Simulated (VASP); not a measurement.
Here is a VASP 6.6.1 calculation.

Contents of INCAR:

```
ALGO = Normal
EDIFF = 1E-6
ENCUT = 520
ISIF = 2
ISMEAR = -1
LASPH = True
LCHARG = False
LREAL = False
LWAVE = False
NBANDS = 28
NELM = 80
PREC = Accurate
SIGMA = 0.15
```

The input KPOINTS:

```
k-points
0
Gamma
  12 12 12
```

File POSCAR:

```
SnGe2
1.0
    0.0000000000      3.2916991427      3.2916991427
    3.2916991427      0.0000000000      3.2916991427
    3.2916991427      3.2916991427      0.0000000000
Sn Ge
1 2
Direct
    0.0000000000      0.0000000000      0.0000000000
    0.7500000000      0.7500000000      0.7500000000
    0.2500000000      0.2500000000      0.2500000000
```

Potentials or basis: VASP PAW LDA potentials, release 64 (Sn_d, Ge_d).

Command:

```bash
$ cat potpaw_LDA.64/Sn_d/POTCAR potpaw_LDA.64/Ge_d/POTCAR > POTCAR
$ mpirun -np 1 vasp_std > vasp.out
```

(1) What does it give for the band gap on the k mesh?

(2) What does it give for the pressure?

Results:

(1) zero (band 21 reaches 6.86 eV, above the bottom of band 22 at 5.15 eV).

(2) 1.0 GPa.

Caveat: spin-orbit coupling is left out, which moves the levels of the heavy elements.
